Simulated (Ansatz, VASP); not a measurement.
## AlN in VASP and in Ansatz

```xyz
4
Lattice="3.1110 0.0000 0.0000 -1.5555 2.6942 0.0000 0.0000 0.0000 4.9780" Properties=species:S:1:pos:R:3 pbc="T T T"
Al    0.0000    1.7961    0.0000
Al    1.5555    0.8981    2.4890
N     0.0000    2.0961    1.9165
N     1.5555    0.8981    4.4055
```

Alike in both runs: task single point; functional PBEsol; k mesh 12 × 12 × 6; occupations gaussian, width 0.05 eV; no spin polarisation.

|  | VASP | Ansatz |
| --- | --- | --- |
| version | VASP 6.6.1 | Ansatz 0.2.0 |
| potentials or method | VASP PAW PBE potentials, release 64 (Al, N), cutoff 600 eV | scalar-relativistic, plane waves, PAW |
| valence electrons in the cell | 16 | 16 |

|  | VASP | Ansatz | Ansatz less VASP |
| --- | --- | --- | --- |
| gap on the k mesh at the Fermi level (eV) | 3.86 | 3.85 | -0.015 |
| least direct gap on the mesh (eV) | 3.86 | 3.85 | -0.015 |
| pressure (GPa) | 9.1 | 9.1 | -0.05 |
| traceless stress, the component that is largest in VASP (GPa) | 22.38 | 21.92 | -0.458 |
| rms of the force components (eV/Å) | 3.484 | 3.431 | -0.0529 |

VASP's potentials were made for PBE, not for PBEsol. Atom by atom the forces differ by 0.053 eV/Å (rms over components). The functional is the same, so the differences come from potentials, cutoffs and numerics.
